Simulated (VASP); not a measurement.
A run of VASP 6.6.1:

The input INCAR:

```
PREC = Accurate
ENCUT = 520
EDIFF = 1E-7
ISMEAR = 0
SIGMA = 0.05
LREAL = False
LASPH = True
NELM = 80
ALGO = Normal
ISIF = 2
LWAVE = False
LCHARG = False
GGA = PS
NBANDS = 16
```

The input KPOINTS:

```
Automatic mesh
0
Gamma
  9 9 6
```

Contents of POSCAR:

```
AlN
1.0
    3.1636834458      0.0000000000      0.0000000000
   -1.5818417229      2.7398302336      0.0000000000
    0.0000000000      0.0000000000      3.9672561522
Al N
2 2
Direct
    0.3333333333      0.6666666667      0.7500000000
    0.6666666667      0.3333333333      0.2500000000
    0.3333333333      0.6666666667      0.2500000000
    0.6666666667      0.3333333333      0.7500000000
```

Potentials or basis: VASP PAW PBE potentials, release 64 (Al, N).

Command:

```bash
$ cat potpaw_PBE.64/Al/POTCAR potpaw_PBE.64/N/POTCAR > POTCAR
$ mpirun -np 1 vasp_std > vasp.out
```

Hardware: 1 thread of Intel Xeon 6975P-C, on a shared host.

Question: Estimate the wall time of this run.

Answer: Run time: 16 s on 1 thread of Intel Xeon 6975P-C, with other jobs on the host, peak memory 0.15 GiB. Counts: scf iterations 14, k points 48.
